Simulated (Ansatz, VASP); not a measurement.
This is a calculation of Bi for VASP 6.6.1.

The input POSCAR:

```
Bi
1.0
    3.2598230713      0.0000000000      0.0000000000
    0.0000000000      3.2429793280      0.0000000000
   -0.0809877086      0.0000000000      6.4865647921
Bi
2
Direct
    0.5442472500      0.0000000000      0.7495778900
    0.4557527500      0.0000000000      0.2504221100
```

Contents of INCAR.step1:

```
ALGO = Normal
EDIFF = 1E-4
ENCUT = 520
GGA = PE
ISMEAR = -1
LASPH = True
LCHARG = False
LREAL = False
LWAVE = True
NBANDS = 22
NELM = 60
PREC = Accurate
SIGMA = 0.05
```

INCAR.step2

```
ALGO = Normal
EDIFF = 1E-7
ENCUT = 520
ISIF = 2
ISMEAR = -1
ISTART = 1
LASPH = True
LCHARG = True
LELF = True
LMIXTAU = True
LREAL = False
LVHAR = True
LWAVE = False
METAGGA = R2SCAN
NBANDS = 22
NELM = 60
PREC = Accurate
SIGMA = 0.05
```

KPOINTS

```
k-points
0
Gamma
  8 8 4
```

Potentials or basis: VASP PAW PBE potentials, release 64 (Bi_d).

The run is started by

```console
$ cat potpaw_PBE.64/Bi_d/POTCAR > POTCAR
$ cp INCAR.step1 INCAR
$ mpirun -np 1 vasp_std > vasp.out
$ cp INCAR.step2 INCAR
$ mpirun -np 1 vasp_std > vasp.out
```

Set up the same calculation for Ansatz 0.2.0. Potentials there: Ansatz PAW.

As run (the cutoff follows the program's own potentials):

input.yaml

```yaml
crystal:
  lattice:
    - [3.2598230713, 0.0, 0.0]
    - [0.0, 3.242979328, 0.0]
    - [-0.0809877086, 0.0, 6.4865647921]
  atoms:
    - { symbol: Bi, position: [0.54424725, 0.0, 0.74957789] }
    - { symbol: Bi, position: [0.45575275, 0.0, 0.25042211] }
hamiltonian:
  xc: r2scan
  pseudopotentials: { kind: paw }
kpoints:
  mp_grid: { grid: [8, 8, 4] }
scf:
  occupations: { method: fermi_dirac, width: 0.05 }
output:
  forces: true
  stress: true
  eigenvalues: true
```

Potentials or basis: Ansatz PAW.

The run is started by

```bash
$ ansatz run input.yaml --threads 2 --pin off --max-ram 5632MiB --backend cpu --events-out ev --progress --plain --runs-dir out
```

Both were run:

|  | VASP | Ansatz | Ansatz less VASP |
| --- | --- | --- | --- |
| gap on the k mesh at the Fermi level (eV) | none | none | - |
| pressure (GPa) | 0.0 | 0.1 | +0.04 |
| traceless stress, the component that is largest in VASP (GPa) | 0.58 | 0.58 | -0.001 |
| rms of the force components (eV/Å) | 0.017 | 0.017 | +0.0004 |

VASP's potentials were made for PBE, not for r2SCAN. Atom by atom the forces differ by 0.001 eV/Å (rms over components). A gap of «none» marks a metal or a gap that the smearing closes.

Neither program's run includes spin-orbit coupling.
